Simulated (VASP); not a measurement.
# FeO (F222) in VASP: single point with PBE+U

Aim: the single point of FeO with PBE+U.

Everything below comes from runs of VASP 6.6.1. Logs are shortened: lines on timing, memory, paths and dates and some standing lists are left out, and cuts for length are marked.

## 1. The cell of the first run

The structure is orthorhombic, space group F222 (No. 22). Conventional cell: a = 4.281 Å, b = 4.746 Å, c = 5.051 Å, α = 90.00°, β = 90.00°, γ = 90.00°. Fe (site symmetry 222) has 4 O at 2.04 Å within 2.7 Å. O (site symmetry 222) has 4 Fe at 2.04 Å within 2.7 Å.

## 2. Single point, PBE+U, collinear spin, antiferromagnetic start

File INCAR:

```
ALGO = Normal
EDIFF = 1E-6
ENCUT = 520
GGA = PE
ISIF = 2
ISMEAR = 0
ISPIN = 2
LASPH = T
LCHARG = F
LDAU = T
LDAUJ = 0 0
LDAUL = 2 -1
LDAUPRINT = 1
LDAUTYPE = 2
LDAUU = 4 0
LMAXMIX = 4
LORBIT = 11
LREAL = F
LWAVE = F
MAGMOM = 3.6 -3.6 0 0
NBANDS = 26
NELM = 150
PREC = Accurate
SIGMA = 0.05
```

File KPOINTS:

```
k-points
0
Gamma
  10 10 5
```

File POSCAR:

```
FeO
1.0
    0.0000000000      2.3727634466      2.5252905482
    4.2807631243      2.3727634466      2.5252905482
    4.2807631243      4.7455268932      0.0000000000
Fe O
2 2
Direct
    0.0000000000      0.0000000000      0.0000000000
    0.0000000000      0.0000000000      0.5000000000
    0.2499999640      0.2500000360      0.0000000000
    0.2500000360      0.2499999640      0.5000000000
```

Potentials or basis: VASP PAW PBE potentials, release 64 (Fe, O).

Command:

```console
> cat potpaw_PBE.64/Fe/POTCAR potpaw_PBE.64/O/POTCAR > POTCAR
> mpirun -np 1 vasp_std > vasp.out
```

OUTCAR:

```text
EDIFF = 1E-6
   ENCUT = 520
   GGA = PE
   ISIF = 2
   ISMEAR = 0
   ISPIN = 2
   LASPH = T
   LORBIT = 11
   LREAL = F
   NELM = 150
   PREC = Accurate

 ion  position               nearest neighbor table
   1  0.000  0.000  0.000-   3 2.04   4 2.04   4 2.04   3 2.04
   2  0.000  0.000  0.500-   3 2.04   3 2.04   4 2.04   4 2.04
   3  0.250  0.250  0.000-   2 2.04   2 2.04   1 2.04   1 2.04
   4  0.250  0.250  0.500-   2 2.04   2 2.04   1 2.04   1 2.04

  LATTYP: Found a base centered orthorhombic cell.
 ALAT       =     4.7455268932
 B/A-ratio  =     1.0642824728
 C/A-ratio  =     0.9020627679

  Lattice vectors:

 A1 = (   0.0000000000,   2.3727634466,  -2.5252905482)
 A2 = (   0.0000000000,   2.3727634466,   2.5252905482)
 A3 = (   4.2807631243,   0.0000000000,   0.0000000000)

Analysis of symmetry for initial positions (statically):
=====================================================================
 Subroutine PRICEL returns following result:

  LATTYP: Found a face centered orthorhombic cell.
 ALAT       =     4.2807631243
 B/A-ratio  =     1.1085703075
 C/A-ratio  =     1.1798319481
[... 12 lines left out ...]
 Subroutine GETGRP returns: Found  4 space group operations
 (whereof  4 operations were pure point group operations)
 out of a pool of  8 trial point group operations.

The static configuration has the point symmetry D_2 .

Analysis of symmetry for dynamics (positions and initial velocities):
=====================================================================
 Subroutine PRICEL returns following result:

  LATTYP: Found a face centered orthorhombic cell.
 ALAT       =     4.2807631243
 B/A-ratio  =     1.1085703075
 C/A-ratio  =     1.1798319481
[... 12 lines left out ...]
 Subroutine GETGRP returns: Found  4 space group operations
 (whereof  4 operations were pure point group operations)
 out of a pool of  8 trial point group operations.

The dynamic configuration has the point symmetry D_2 .

Analysis of structural, dynamic, and magnetic symmetry:
=====================================================================
 Subroutine PRICEL returns following result:

  LATTYP: Found a face centered orthorhombic cell.
 ALAT       =     4.2807631243
 B/A-ratio  =     1.1085703075
 C/A-ratio  =     1.1798319481
[... 12 lines left out ...]
 Subroutine GETGRP returns: Found  4 space group operations
 (whereof  4 operations were pure point group operations)
 out of a pool of  8 trial point group operations.

The overall configuration has the point symmetry D_2 .

 Subroutine INISYM returns: Found  4 space group operations
 (whereof  4 operations are pure point group operations),
 and found     2 'primitive' translations

----------------------------------------------------------------------------------------

                                     Primitive cell

  volume of cell :      25.6500

  direct lattice vectors                    reciprocal lattice vectors
     0.000000000  2.372763447  2.525290548    -0.233603208  0.210724757  0.197997019
     2.140381562  0.000000000  2.525290548     0.233603208 -0.210724757  0.197997019
     2.140381562  2.372763447  0.000000000     0.233603208  0.210724757 -0.197997019

  length of vectors
     3.465126077  3.310336174  3.195503028     0.371723286  0.371723286  0.371723286

  position of ions in fractional coordinates (direct lattice)
     0.000000000  0.000000000  0.000000000
     0.249999964  0.250000036  0.250000036

  ion indices of the primitive-cell ions
   primitive index   ion index
                 1           1
                 2           3

----------------------------------------------------------------------------------------

 KPOINTS: k-points

Automatic generation of k-mesh.
 Grid dimensions read from file:
 generate k-points for:   10   10    5

 Generating k-lattice:

  Cartesian coordinates                     Fractional coordinates (reciprocal lattice)
    -0.023360321  0.021072476  0.019799702     0.100000000 -0.000000000  0.000000000
     0.023360321 -0.021072476  0.019799702    -0.000000000  0.100000000  0.000000000
     0.000000000  0.042144951 -0.039599404     0.000000000  0.000000000  0.200000000

  Length of vectors
     0.037172329  0.037172329  0.057830007

  Shift w.r.t. Gamma in fractional coordinates (k-lattice)
     0.000000000  0.000000000  0.000000000

 Subroutine IBZKPT returns following result:
[... 69 lines left out ...]
     AMIX_MAG =   1.60;   BMIX_MAG =  1.00
  volume/ion in A,a.u.               =      12.82        86.55
  Fermi-wavevector in a.u.,A,eV,Ry     =   1.337894  2.528254 24.353905  1.789962
  Thomas-Fermi vector in A             =   2.466407
   LORBIT       =     11    0 simple, 1 ext, 2 COOP (PROOUT), +10 PAW based schemes
 LDA+U is selected, type is set to LDAUTYPE =  2
   angular momentum for each species LDAUL =     2   -1
   U (eV)           for each species LDAUU =   4.0  0.0
   J (eV)           for each species LDAUJ =   0.0  0.0
   GGA     = PE    functional components
   LHFCALC =     F    Hartree Fock is set to
   AEXX    =    0.0000 exact exchange contribution
   IVDW    =     0    specifies the selected vdW correction
   LEPSILON=     F    determine dielectric tensor
   LRPA    =     F    only Hartree local field effects (RPA)
 spin polarized calculation
 Gauss-broadening in eV      SIGMA  =   0.05
  energy-cutoff  :      520.00
  volume of cell :       51.30
 maximum number of plane-waves:      1399
 NGX is ok and might be reduce to    28
   NGX = 13   NGY = 21   NGZ = 23

atom =   1  type =  1  l = 2

 onsite density matrix

spin component  1

  0.9659  0.0000 -0.0000 -0.0000 -0.0000
  0.0000  0.9844 -0.0000  0.0000  0.0000
 -0.0000 -0.0000  0.9692 -0.0000  0.0003
 -0.0000  0.0000 -0.0000  0.9816  0.0000
 -0.0000  0.0000  0.0003  0.0000  0.9663

spin component  2

  0.9416  0.0000  0.0000  0.0000  0.0000
  0.0000  0.1162  0.0000 -0.0000  0.0000
  0.0000  0.0000  0.0504  0.0000  0.0004
  0.0000 -0.0000  0.0000  0.0961 -0.0000
  0.0000  0.0000  0.0004 -0.0000  0.0276

 occupancies and eigenvectors

  o =  0.0276  v =  0.0000  0.0000  0.0000  0.0000  0.0000  0.0000 -0.0000 -0.0167 -0.0000  0.9999      0.0000  0.0000  0.0000  0.0000  0.0000  0.0000  0.0000  0.0000  0.0000  0.0000
  o =  0.0504  v =  0.0000  0.0000  0.0000  0.0000  0.0000  0.0000  0.0000  0.9999 -0.0000  0.0167      0.0000  0.0000  0.0000  0.0000  0.0000  0.0000  0.0000  0.0000  0.0000  0.0000
  o =  0.0961  v =  0.0000  0.0000  0.0000  0.0000  0.0000  0.0000 -0.0000  0.0000  1.0000  0.0000      0.0000  0.0000  0.0000  0.0000  0.0000  0.0000  0.0000  0.0000  0.0000  0.0000
  o =  0.1162  v =  0.0000  0.0000  0.0000  0.0000  0.0000  0.0000  1.0000 -0.0000  0.0000  0.0000      0.0000  0.0000  0.0000  0.0000  0.0000  0.0000  0.0000  0.0000  0.0000  0.0000
  o =  0.9416  v =  0.0000  0.0000  0.0000  0.0000  0.0000  1.0000  0.0000  0.0000  0.0000  0.0000      0.0000  0.0000  0.0000  0.0000  0.0000  0.0000  0.0000  0.0000  0.0000  0.0000
  o =  0.9659  v =  1.0000  0.0000  0.0000  0.0000  0.0000  0.0000  0.0000  0.0000  0.0000  0.0000      0.0000  0.0000  0.0000  0.0000  0.0000  0.0000  0.0000  0.0000  0.0000  0.0000
  o =  0.9663  v =  0.0000 -0.0000 -0.0915 -0.0000  0.9958  0.0000  0.0000  0.0000  0.0000  0.0000      0.0000  0.0000  0.0000  0.0000  0.0000  0.0000  0.0000  0.0000  0.0000  0.0000
  o =  0.9692  v =  0.0000 -0.0000  0.9958  0.0000  0.0915  0.0000  0.0000  0.0000  0.0000  0.0000      0.0000  0.0000  0.0000  0.0000  0.0000  0.0000  0.0000  0.0000  0.0000  0.0000
  o =  0.9816  v =  0.0000 -0.0000  0.0000 -1.0000  0.0000  0.0000  0.0000  0.0000  0.0000  0.0000      0.0000  0.0000  0.0000  0.0000  0.0000  0.0000  0.0000  0.0000  0.0000  0.0000
  o =  0.9844  v =  0.0000 -1.0000 -0.0000  0.0000 -0.0000  0.0000  0.0000  0.0000  0.0000  0.0000      0.0000  0.0000  0.0000  0.0000  0.0000  0.0000  0.0000  0.0000  0.0000  0.0000

atom =   2  type =  1  l = 2

 onsite density matrix

spin component  1

  0.9416  0.0000  0.0000  0.0000  0.0000
  0.0000  0.1162  0.0000 -0.0000  0.0000
  0.0000  0.0000  0.0504  0.0000  0.0004
  0.0000 -0.0000  0.0000  0.0961 -0.0000
  0.0000  0.0000  0.0004 -0.0000  0.0276

spin component  2

  0.9659  0.0000 -0.0000 -0.0000 -0.0000
  0.0000  0.9844 -0.0000  0.0000  0.0000
 -0.0000 -0.0000  0.9692 -0.0000  0.0003
 -0.0000  0.0000 -0.0000  0.9816  0.0000
 -0.0000  0.0000  0.0003  0.0000  0.9663

 occupancies and eigenvectors

  o =  0.0276  v = -0.0000 -0.0000 -0.0167  0.0000  0.9999  0.0000  0.0000  0.0000  0.0000  0.0000      0.0000  0.0000  0.0000  0.0000  0.0000  0.0000  0.0000  0.0000  0.0000  0.0000
  o =  0.0504  v = -0.0000 -0.0000  0.9999 -0.0000  0.0167  0.0000  0.0000  0.0000  0.0000  0.0000      0.0000  0.0000  0.0000  0.0000  0.0000  0.0000  0.0000  0.0000  0.0000  0.0000
  o =  0.0961  v = -0.0000  0.0000 -0.0000  1.0000 -0.0000  0.0000  0.0000  0.0000  0.0000  0.0000      0.0000  0.0000  0.0000  0.0000  0.0000  0.0000  0.0000  0.0000  0.0000  0.0000
  o =  0.1162  v = -0.0000  1.0000  0.0000 -0.0000  0.0000  0.0000  0.0000  0.0000  0.0000  0.0000      0.0000  0.0000  0.0000  0.0000  0.0000  0.0000  0.0000  0.0000  0.0000  0.0000
  o =  0.9416  v =  1.0000  0.0000  0.0000  0.0000  0.0000  0.0000  0.0000  0.0000  0.0000  0.0000      0.0000  0.0000  0.0000  0.0000  0.0000  0.0000  0.0000  0.0000  0.0000  0.0000
  o =  0.9659  v =  0.0000  0.0000  0.0000  0.0000  0.0000  1.0000  0.0000  0.0000  0.0000  0.0000      0.0000  0.0000  0.0000  0.0000  0.0000  0.0000  0.0000  0.0000  0.0000  0.0000
  o =  0.9663  v =  0.0000  0.0000  0.0000  0.0000  0.0000  0.0000 -0.0000 -0.0915 -0.0000  0.9958      0.0000  0.0000  0.0000  0.0000  0.0000  0.0000  0.0000  0.0000  0.0000  0.0000
  o =  0.9692  v =  0.0000  0.0000  0.0000  0.0000  0.0000  0.0000 -0.0000  0.9958  0.0000  0.0915      0.0000  0.0000  0.0000  0.0000  0.0000  0.0000  0.0000  0.0000  0.0000  0.0000
  o =  0.9816  v =  0.0000  0.0000  0.0000  0.0000  0.0000  0.0000  0.0000  0.0000 -1.0000  0.0000      0.0000  0.0000  0.0000  0.0000  0.0000  0.0000  0.0000  0.0000  0.0000  0.0000
  o =  0.9844  v =  0.0000  0.0000  0.0000  0.0000  0.0000  0.0000 -1.0000 -0.0000 -0.0000 -0.0000      0.0000  0.0000  0.0000  0.0000  0.0000  0.0000  0.0000  0.0000  0.0000  0.0000

 number of electron      28.0000007 magnetization       0.0000000

 Free energy of the ion-electron system (eV)
  ---------------------------------------------------
  ext. energy  EPLUGINS =         0.00000000
  ---------------------------------------------------
  free energy    TOTEN  =       -26.58912934 eV

  energy without entropy =      -26.58887081  energy(sigma->0) =      -26.58900007

 E-fermi :   4.1945     XC(G=0): -10.5391

 val. band max:        4.1886715360   @ k =   0.0000   0.2000   0.2000
 cond. band min:       4.2008042974   @ k =   0.1000   0.1000   0.2000
 fundamental gap:      0.0121327615
 Fermi energy:         4.1944669334

 spin component 1

 k-point     1 :       0.0000    0.0000    0.0000
  band No.  band energies     occupation
      1     -15.3968      1.00000
      2     -14.6759      1.00000
      3      -2.9655      1.00000
      4      -2.9601      1.00000
      5      -2.5774      1.00000
      6      -2.2282      1.00000
[... 1385 lines left out ...]
     25      15.6496      0.00000
     26      17.5193      0.00000

 [... further k-points ...]
[... 5 lines left out ...]
  --------------------------------------------------------------------------------------
  -------------------------------------------------------------------------------------
  Total        0.0738858     -0.5702853      1.6330025      0.0000000      0.0000000      0.0000000
  in kB        2.3075691    -17.8108952     51.0012050      0.0000000      0.0000000      0.0000000
  external PRESSURE =      11.8326263 kB  Pullay stress =       0.0000000 kB

 VOLUME and BASIS-vectors are now :
 -----------------------------------------------------------------------------
  energy-cutoff  :      520.00
  volume of cell :       51.30
      direct lattice vectors                 reciprocal lattice vectors
     0.000000000  2.372763447  2.525290548    -0.233603208  0.210724757  0.197997019
     4.280763124  2.372763447  2.525290548     0.233603208 -0.210724757  0.197997019
     4.280763124  4.745526893  0.000000000     0.000000000  0.210724757 -0.197997019

 POSITION                                       TOTAL-FORCE (eV/Angst)
 -----------------------------------------------------------------------------------
      0.00000      0.00000      0.00000        -0.000000      0.000000      0.000000
      2.14038      2.37276      0.00000         0.000000      0.000000      0.000000
      1.07019      1.18638      1.26265         0.000000     -0.000000     -0.000000
      3.21057      3.55915      1.26265        -0.000000     -0.000000     -0.000000
 -----------------------------------------------------------------------------------
    total drift:                               -0.000006     -0.000002     -0.000010

  FREE ENERGIE OF THE ION-ELECTRON SYSTEM (eV)
  ---------------------------------------------------
  free  energy   TOTEN  =       -26.5891293413 eV

  energy  without entropy=      -26.5888708057  energy(sigma->0) =      -26.58900007

 total charge

# of ion       s       p       d       tot
------------------------------------------
    1        0.324   0.395   6.077   6.796
    2        0.324   0.395   6.077   6.796
    3        1.554   3.452   0.000   5.006
    4        1.554   3.452   0.000   5.006
--------------------------------------------------
tot          3.757   7.694  12.154  23.605

 magnetization (x)

# of ion       s       p       d       tot
------------------------------------------
    1        0.024   0.038   3.631   3.693
    2       -0.024  -0.038  -3.631  -3.693
    3        0.000   0.000   0.000   0.000
    4        0.000   0.000   0.000   0.000
--------------------------------------------------
tot          0.000   0.000  -0.000  -0.000
```

Run time: 4.6 min. Hardware: 1 thread of AMD EPYC 9R45 (Zen 5), shared host; peak memory 0.35 GiB.

Results:

* Free energy: -26.5891 eV
* Pressure: 1.2 GPa
* Band gap on the k mesh: 0.01 eV
* Net moment: 0.00 μB per cell
* Site moments: Fe +3.69, -3.69; O +0.00 μB
* Valence electrons inside the program's atomic spheres: Fe 6.80; O 5.01

Levels at points of the mesh, in eV from the valence-band top:
Spin up:
| k point | band 10 | band 11 | band 12 | band 13 | band 14 | band 15 | band 16 | band 17 | band 18 | band 19 |
| --- | --- | --- | --- | --- | --- | --- | --- | --- | --- | --- |
| (0.00, 0.00, 0.00) | -4.10 | -2.88 | -2.41 | -2.32 | -0.64 | 0.06 | 1.70 | 1.80 | 2.65 | 2.83 |
| (0.50, 0.00, 0.00) | -4.27 | -3.54 | -2.43 | -2.14 | -0.87 | 1.63 | 2.23 | 2.24 | 2.92 | 4.18 |
| (0.50, 0.50, 0.00) | -4.11 | -4.05 | -4.01 | -3.11 | -1.80 | 0.94 | 1.76 | 2.25 | 2.69 | 4.31 |
Spin down:
```
           k point  band 11  band 12  band 13  band 14  band 15  band 16  band 17  band 18
(0.00, 0.00, 0.00)    -2.88    -2.41    -2.32    -0.64     0.06     1.70     1.80     2.65
(0.50, 0.00, 0.00)    -3.54    -2.43    -2.14    -0.87     1.63     2.23     2.24     2.92
(0.50, 0.50, 0.00)    -4.05    -4.01    -3.11    -1.80     0.94     1.76     2.25     2.69
```

Eigenvalues of the final occupation matrices:
```
    site  spin  trace               eigenvalues
site 1 d     1   4.87  0.97 0.97 0.97 0.98 0.98
site 1 d     2   1.23  0.03 0.05 0.10 0.12 0.94
site 2 d     1   1.23  0.03 0.05 0.10 0.12 0.94
site 2 d     2   4.87  0.97 0.97 0.97 0.98 0.98
```

A k mesh can miss the band edges. The state reached can hang on the start; a lower one may exist.
